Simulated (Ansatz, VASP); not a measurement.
## Two plane-wave programs on GdSi3

```
CELL_PARAMETERS angstrom
4.14279 0.00000 0.00000
0.00000 4.14279 0.00000
0.00000 0.00000 4.14279
ATOMIC_POSITIONS crystal
Gd 0.00000 0.00000 0.00000
Si 0.00000 0.50000 0.50000
Si 0.50000 0.50000 0.00000
Si 0.50000 0.00000 0.50000
```

Alike in both runs: task single point; functional PBE; k mesh 8 × 8 × 8; occupations gaussian, width 0.05 eV; collinear spin.

|  | VASP | Ansatz |
| --- | --- | --- |
| version | VASP 6.6.1 | Ansatz 0.2.0 |
| potentials or method | VASP PAW PBE potentials, release 64 (Gd, Si), cutoff 520 eV | scalar-relativistic, plane waves, PAW |
| valence electrons in the cell | 30 | 30 |

VASP gave:

* gap on the k mesh at the Fermi level (eV): none
* pressure (GPa): 0.1
* net moment per atom (μB): 1.66
* size of the moment on the site where the two differ most (μB): 6.66

Q: What did Ansatz give for the same quantities?

A: gap on the k mesh at the Fermi level (eV): none; pressure (GPa): 0.0; net moment per atom (μB): 1.66; size of the moment on the site where the two differ most (μB): 6.80.

Site moments also hang on the region over which each program counts them. A gap of «none» marks a metal or a gap that the smearing closes.

Spin-orbit coupling is off throughout.
